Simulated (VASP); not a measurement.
Runs of VASP 6.6.1 on NiO. The structure is cubic, space group Pm-3m (No. 221). The conventional cell has a = 2.505 Å, b = 2.505 Å, c = 2.505 Å, α = 90.00°, β = 90.00°, γ = 90.00°. Ni (site symmetry m-3m) has 8 O at 2.17 Å and 6 Ni at 2.50 Å within 2.9 Å. O (site symmetry m-3m) has 8 Ni at 2.17 Å and 6 O at 2.50 Å within 2.9 Å. 

```csv
spin,fixed moment (μB),gap on the mesh (eV),pressure (GPa),moment (μB)
"collinear, ferromagnetic start",-,none,15.4,1.71
"collinear, ferromagnetic start",1.8,-,(b),1.80
off,-,none,(a),-
"collinear, ferromagnetic start",2.0,-,18.5,2.00
"collinear, ferromagnetic start",0.5,-,9.0,0.50
"collinear, zero start",0.0,-,8.6,0.00
```

Alike in all rows: task single point; level PBEsol+U; potentials or basis VASP PAW PBE potentials, release 64 (Ni, O); Ni d U = 1.0 eV; cell as given; k mesh 7 × 7 × 7; cutoff (eV) 600; smearing gaussian 0.05 eV.

Fill in the values left out.

(a) 8.5; (b) 16.5.

Caveats: the cell stands under pressure; the PAW data sets were made with another functional, which shifts forces and pressure a little; a cell with one magnetic atom can't hold antiferromagnetic order, which such compounds often take (at least some runs); the total moment is fixed, so each spin has its own Fermi level and the state may be an excited one (at least some runs); U without spin polarisation on a metal has little footing (at least some runs); the total moment is fixed, so each spin has its own Fermi level (at least some runs).

A gap of «none» marks levels without a gap at the run's occupations.
